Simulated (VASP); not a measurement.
SnGe4: single point with PBE

The system is SnGe4.

```xyz
5
Lattice="-3.8120 3.8120 1.8329 3.8120 -3.8120 1.8329 3.8120 3.8120 -1.8329" Properties=species:S:1:pos:R:3 pbc="T T T"
Sn    0.0000    0.0000    0.0000
Ge    4.7323    1.2123    0.0000
Ge   -0.9203    2.5997    1.8329
Ge    1.2123    2.8917    0.0000
Ge    2.5997    0.9203    1.8329
```

```
Program             : VASP 6.6.1
Task                : single point
Functional          : PBE
Potentials or basis : VASP PAW PBE potentials, release 64 (Sn_d, Ge_d)
Cutoff              : 520 eV
k mesh              : 10 × 10 × 10
Occupations         : gaussian, width 0.1 eV
Spin                : no spin polarisation
```

```
Pressure               : 0.1 GPa
Largest force          : 0.007 eV/Å
Band gap on the k mesh : zero (bands 35 and 36 overlap by 2.26 eV)
```

Forces on the atoms (eV/Å):
```
Sn   0.000  0.000  0.000
Ge   0.004  0.006  0.000
Ge  -0.004 -0.006  0.000
Ge   0.006 -0.004  0.000
Ge  -0.006  0.004  0.000
```

Levels at points of the mesh, in eV from the Fermi level:
| k point | band 33 | band 34 | band 35 | band 36 | band 37 | band 38 |
| --- | --- | --- | --- | --- | --- | --- |
| (0.00, 0.00, 0.00) | -1.58 | -1.54 | -0.15 | 1.18 | 1.18 | 1.24 |
| (0.50, 0.00, 0.00) | -2.60 | -1.27 | -1.27 | -0.63 | -0.02 | 1.62 |
| (0.50, 0.50, 0.00) | -0.88 | -0.73 | 0.52 | 1.46 | 1.97 | 3.42 |
| (0.50, 0.50, 0.50) | -0.22 | 0.34 | 0.63 | 1.17 | 1.17 | 3.31 |

It took 18 min on 1 thread of Intel Xeon 8259CL, with other jobs on the host, peak memory 0.63 GiB.

Caveat: spin-orbit coupling is left out, which moves the levels of the heavy elements.
